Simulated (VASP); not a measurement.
Here is a VASP 6.6.1 calculation.

Contents of INCAR:

```
SYSTEM = HfN
PREC     = Accurate       ! precision mode
ENCUT    = 520            ! plane-wave cutoff, eV
EDIFF    = 1E-7           ! SCF threshold, eV
ISMEAR   = -1             ! smearing method
SIGMA    = 0.1            ! smearing width, eV
LREAL    = .False.        ! projectors in reciprocal space
LASPH    = .True.         ! aspherical terms in the spheres
NELM     = 60             ! most SCF steps
ALGO     = Normal         ! electronic algorithm
ISIF     = 2              ! what is computed and relaxed
LWAVE    = .False.        ! write WAVECAR
LCHARG   = .False.        ! write CHGCAR
GGA      = PS             ! functional
NBANDS   = 14             ! bands
```

The input KPOINTS:

```
regular mesh
0
Gamma
  10 10 10
  0 0 0
```

POSCAR

```
HfN
1.0
    0.0000000000      2.4629776147      2.4629776147
    2.4629776147      0.0000000000      2.4629776147
    2.4629776147      2.4629776147      0.0000000000
Hf N
1 1
Direct
    0.0000000000      0.0000000000      0.0000000000
    0.7500000000      0.7500000000      0.7500000000
```

Potentials or basis: VASP PAW PBE potentials, release 64 (Hf_pv, N).

Launch:

```sh
$ cat potpaw_PBE.64/Hf_pv/POTCAR potpaw_PBE.64/N/POTCAR > POTCAR
$ mpirun -np 1 vasp_std > vasp.out
```

**Question.** What does it give for the pressure?

**Answer.** -7.6 GPa.

Caveat: the PAW data sets were made with another functional, which shifts forces and pressure a little.
